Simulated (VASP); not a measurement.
Here is a VASP 6.6.1 calculation.

INCAR

```
SYSTEM = Ca3Y
ALGO = Normal
EDIFF = 1E-6
ENCUT = 520
GGA = PS
ISIF = 2
ISMEAR = -1
LASPH = .True.
LCHARG = .False.
LREAL = .False.
LWAVE = .False.
NBANDS = 28
NELM = 100
PREC = Accurate
SIGMA = 0.05
```

File KPOINTS:

```
k-points
0
Gamma
  6 6 6
  0 0 0
```

Contents of POSCAR:

```
Ca3Y
1.0
   -2.6942470000      2.6942470000      5.4619680000
    2.6942470000     -2.6942470000      5.4619680000
    2.6942470000      2.6942470000     -5.4619680000
Ca Y
3 1
Direct
    0.7500000000      0.2500000000      0.5000000000
    0.2500000000      0.7500000000      0.5000000000
    0.5000000000      0.5000000000      0.0000000000
    0.0000000000      0.0000000000      0.0000000000
```

Potentials or basis: VASP PAW PBE potentials, release 64 (Ca_sv, Y_sv).

Launch:

```bash
$ cat potpaw_PBE.64/Ca_sv/POTCAR potpaw_PBE.64/Y_sv/POTCAR > POTCAR
$ mpirun -np 1 vasp_std > vasp.out
```

Problem. Predict the pressure.

Solution. -1.1 GPa.

Stress tensor (GPa, compression positive):
```
-1.01  0.00  0.00
 0.00 -1.01  0.00
 0.00  0.00 -1.17
```

Caveat: the PAW data sets were made with another functional, which shifts forces and pressure a little.
